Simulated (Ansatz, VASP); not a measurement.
## TaN: VASP beside Ansatz

```
Ta N
1.0
     0.00000    2.13490    2.13490
     2.13490    0.00000    2.13490
     2.13490    2.13490    0.00000
Ta N
1 1
Direct
  0.50000 0.50000 0.50000
  0.00000 0.00000 0.00000
```

Change from the starting cell: volume scaled by 0.9405, PAW files.

Alike in both runs: task electric field gradients; functional PBEsol; k mesh 9 × 9 × 9; occupations fermi-dirac, width 0.02 eV; no spin polarisation.

|  | VASP | Ansatz |
| --- | --- | --- |
| version | VASP 6.6.1 | Ansatz 0.2.0 |
| potentials or method | VASP PAW PBE potentials, release 64 (Ta_pv, N) | PAW with Ansatz's default frozen-core files, scalar-relativistic |
| plane-wave cutoff (eV) | 520 | 420 |
| valence electrons in the cell | 16 | 18 |

|  | VASP | Ansatz | Ansatz less VASP |
| --- | --- | --- | --- |
| pressure (GPa) | 32.2 | 30.7 | -1.49 |

VASP's potentials were made for PBE, not for PBEsol. Both programs put the cell under a high pressure, so it lies far from rest at this level. VASP's potentials hold 16 valence electrons a cell and Ansatz's 18, so a difference there can come from the potentials and not from the codes.

Neither program's run includes spin-orbit coupling.
